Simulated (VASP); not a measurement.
A run of VASP 6.6.1:

File INCAR:

```
ALGO = Normal
EDIFF = 1E-6
ENCUT = 910
GGA = PS
GGA_COMPAT = F
ISIF = 2
ISMEAR = 0
LASPH = T
LCHARG = F
LREAL = F
LWAVE = F
NBANDS = 20
NELM = 120
PREC = Accurate
SIGMA = 0.01
```

File KPOINTS:

```
k-points
0
Gamma
  6 6 6
```

Contents of POSCAR:

```
SnO2
1.0
    1.6170930800      0.9336291200      4.8005925800
   -1.6170930800      0.9336291200      4.8005925800
    0.0000000000     -1.8672582400      4.8005925800
Sn O
1 2
Direct
    0.5000000007      0.5000000007      0.5000000007
    0.2340780323      0.2402619682      0.2371700002
    0.7628300005      0.7628300005      0.7628300005
```

Potentials or basis: VASP PAW PBE potentials, release 64 (Sn_d, O_h).

Launch:

```sh
$ cat potpaw_PBE.64/Sn_d/POTCAR potpaw_PBE.64/O_h/POTCAR > POTCAR
$ mpirun -np 1 vasp_std > vasp.out
```

Hardware: 1 thread of Intel(R) Xeon(R) Platinum 8488C (Sapphire Rapids) (shared host).

Task: How long does it take, and how much memory?

Result: It took 6.1 min on 1 thread of Intel(R) Xeon(R) Platinum 8488C (Sapphire Rapids), with other jobs on the host, peak memory 0.51 GiB. Counts: scf iterations 13, k points 112.
